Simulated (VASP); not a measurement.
Input of a VASP 6.6.1 run:

File INCAR:

```
ALGO = Normal
EDIFF = 1E-7
ENCUT = 520
GGA = PE
ISIF = 2
ISMEAR = -1
LASPH = True
LCHARG = False
LREAL = False
LWAVE = False
NBANDS = 16
NELM = 80
PREC = Accurate
SIGMA = 0.08
```

File KPOINTS:

```
k-points
0
Gamma
  15 15 8
```

The input POSCAR:

```
Co
1.0
    2.3844585205      0.0000000000      0.0000000000
   -1.1922292602      2.0650016530      0.0000000000
    0.0000000000      0.0000000000      3.8703468663
Co
2
Direct
    0.3333333333      0.6666666667      0.2500000000
    0.6666666667      0.3333333333      0.7500000000
```

Potentials or basis: VASP PAW PBE potentials, release 64 (Co).

Run with:

```bash
$ cat potpaw_PBE.64/Co/POTCAR > POTCAR
$ mpirun -np 1 vasp_std > vasp.out
```

Problem. Predict the band gap on the k mesh.

Solution. Zero (band 9 reaches 12.64 eV, above the bottom of band 10 at 10.91 eV).

Problem. Predict the pressure.

Solution. 23.8 GPa.

Stress tensor (GPa, compression positive):
```
24.61  0.00  0.00
 0.00 24.61  0.00
 0.00  0.00 22.23
```

Caveat: the run has no spin polarisation, though such a crystal can be magnetic. Spin polarisation is off, so any magnetic state and its effect on volume and gap are missing.
